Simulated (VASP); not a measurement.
Runs of VASP 6.6.1 on BN. Symmetry: P6_3mc, No. 186, hexagonal system. The conventional cell has a = 2.544 Å, b = 2.544 Å, c = 4.208 Å, α = 90.00°, β = 90.00°, γ = 120.00°. Within 2.1 Å of B (site symmetry 3m) lie 4 N at 1.56 to 1.58 Å. Within 2.1 Å of N (site symmetry 3m) lie 4 B at 1.56 to 1.58 Å. 

```csv
level,potentials or basis,k mesh,gap on the mesh (eV),pressure (GPa),largest force (eV/Å)
LDA,"VASP PAW LDA potentials, release 64 (B, N)",6 × 6 × 4,4.96,(a),-
PBE,"VASP PAW PBE potentials, release 64 (B, N)",6 × 6 × 4,5.19,5.0,-
PBE,"VASP PAW PBE potentials, release 64 (B, N)",9 × 9 × 4,5.19,(b),0.01
r2SCAN,"VASP PAW PBE potentials, release 64 (B, N)",6 × 6 × 4,5.72,1.1,-
HSE06,"VASP PAW PBE potentials, release 64 (B, N)",6 × 6 × 4,6.51,-3.9,0.01
```

Alike in all rows: no spin polarisation; cell a = 2.544, b = 2.544, c = 4.208 Å, angles 90.0, 90.0, 120.0°, 4 atoms; smearing gaussian 0.01 eV.

Estimate the missing entries.

(a) -8.4; (b) 4.9.

Caveats: some runs use coarse meshes; the PAW data sets were made with another functional, which shifts forces and pressure a little (at least some runs); the cell stands under pressure (at least some runs); an odd mesh through Γ misses points on the zone boundary, where band edges can lie (at least some runs).
